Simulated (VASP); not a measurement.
Input of a VASP 6.6.1 run:

The input INCAR:

```
ALGO     = Normal         # electronic algorithm
EDIFF    = 1E-6           # SCF threshold, eV
ENCUT    = 520            # plane-wave cutoff, eV
GGA      = PS             # functional
ISIF     = 2              # what is computed and relaxed
ISMEAR   = 0              # smearing method
ISPIN    = 2              # spin polarisation
LASPH    = True           # aspherical terms in the spheres
LCHARG   = False          # write CHGCAR
LMAXMIX  = 4              # l up to which the mixer works
LORBIT   = 11             # projections on sites
LREAL    = False          # projectors in reciprocal space
LWAVE    = False          # write WAVECAR
MAGMOM   = 0.19 0         # initial moments
NBANDS   = 21             # bands
NELM     = 150            # most SCF steps
NUPDOWN  = 0.25           # fixed moment
PREC     = Accurate       # precision mode
SIGMA    = 0.1            # smearing width, eV
```

File KPOINTS:

```
k-points
0
Gamma
  12 12 12
```

File POSCAR:

```
TeW
1.0
    0.0000000000      3.0241765077      3.0241765077
    3.0241765077      0.0000000000      3.0241765077
    3.0241765077      3.0241765077      0.0000000000
W Te
1 1
Direct
    0.0000000000      0.0000000000      0.0000000000
    0.2500000000      0.2500000000      0.2500000000
```

Potentials or basis: VASP PAW PBE potentials, release 64 (W_sv, Te).

Run with:

```sh
$ cat potpaw_PBE.64/W_sv/POTCAR potpaw_PBE.64/Te/POTCAR > POTCAR
$ mpirun -np 1 vasp_std > vasp.out
```

(1) Estimate the pressure.

## Answers

(1) -1.0 GPa.

Caveat: the PAW data sets were made with another functional, which shifts forces and pressure a little; the total moment is fixed, so each spin has its own Fermi level and the state may be an excited one.
